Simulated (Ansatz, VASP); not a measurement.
# One calculation of C, two programs

File INCAR:

```
SYSTEM = C
PREC = Accurate
ENCUT = 520
EDIFF = 1E-6
ISMEAR = -1
SIGMA = 0.02
LREAL = .FALSE.
LASPH = .TRUE.
NELM = 100
ALGO = Normal
ISIF = 2
LWAVE = .FALSE.
LCHARG = .FALSE.
GGA = PS
NBANDS = 16
```

Contents of KPOINTS:

```
regular mesh
0
G
  10 7 10
  0 0 0
```

The input POSCAR:

```
C
1.0
   -1.7769057192      1.7769057192      0.0000000000
    0.0000000000      0.0000000000      3.5538114383
    1.7769057192      1.7769057192      0.0000000000
C
4
Direct
    0.5000000000      0.3750000000      0.2500000000
    0.0000000000      0.8750000000      0.7500000000
    0.0000000000      0.1250000000      0.2500000000
    0.5000000000      0.6250000000      0.7500000000
```

Input for Ansatz:

```yaml
crystal:
  lattice:
    - [-1.7769057192, 1.7769057192, 0.0]
    - [0.0, 0.0, 3.5538114383]
    - [1.7769057192, 1.7769057192, 0.0]
  atoms:
    - { symbol: C, position: [0.5, 0.375, 0.25] }
    - { symbol: C, position: [0.0, 0.875, 0.75] }
    - { symbol: C, position: [0.0, 0.125, 0.25] }
    - { symbol: C, position: [0.5, 0.625, 0.75] }
kpoints:
  mp_grid: { grid: [10, 7, 10] }
scf:
  occupations: { method: fermi_dirac, width: 0.02 }
hamiltonian:
  xc: pbesol
  pseudopotentials: { kind: paw }
output:
  forces: true
  stress: true
  eigenvalues: true
```

Alike in both runs: task single point; functional PBEsol; k mesh 10 × 7 × 10; occupations fermi-dirac, width 0.02 eV; no spin polarisation.

|  | VASP | Ansatz |
| --- | --- | --- |
| version | VASP 6.6.1 | Ansatz 0.2.0 |
| potentials or method | VASP PAW PBE potentials, release 64 (C) | PAW with Ansatz's default frozen-core files, scalar-relativistic |
| plane-wave cutoff (eV) | 520 | 420 |
| valence electrons in the cell | 16 | 16 |

|  | VASP | Ansatz | Ansatz less VASP |
| --- | --- | --- | --- |
| gap on the k mesh at the Fermi level (eV) | 4.03 | 4.04 | +0.006 |
| pressure (GPa) | 1.1 | 0.0 | -1.10 |

VASP's potentials were made for PBE, not for PBEsol.
